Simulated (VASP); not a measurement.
Input of a VASP 6.6.1 run:

File INCAR:

```
ALGO = Normal
EDIFF = 1E-6
EDIFFG = -0.001
ENCUT = 600
GGA = PE
IBRION = 2
ISIF = 3
ISMEAR = 0
IVDW = 12
LASPH = True
LCHARG = False
LREAL = False
LWAVE = False
NELM = 100
NSW = 80
PREC = Accurate
PSTRESS = 90.0
SIGMA = 0.01
```

The input KPOINTS:

```
k-points
0
Gamma
  10 10 10
```

The input POSCAR:

```
SnSe
1.0
    0.0000000000      2.9882564713      2.9882564713
    2.9882564713      0.0000000000      2.9882564713
    2.9882564713      2.9882564713      0.0000000000
Sn Se
1 1
Direct
    0.0000000000      0.0000000000      0.0000000000
    0.5000000000      0.5000000000      0.5000000000
```

Potentials or basis: VASP PAW PBE potentials, release 64 (Sn_d, Se).

Launch:

```bash
$ cat potpaw_PBE.64/Sn_d/POTCAR potpaw_PBE.64/Se/POTCAR > POTCAR
$ mpirun -np 1 vasp_std > vasp.out
```

(1) Predict the dispersion energy per atom.

(2) Predict the relaxed cell.

Results:

(1) -0.411 eV.

(2) a = 4.051 Å, b = 4.051 Å, c = 4.051 Å, α = 60.00°, β = 60.00°, γ = 60.00°.

Caveat: the cell is relaxed towards a set pressure, so the enthalpy falls and the energy may rise.
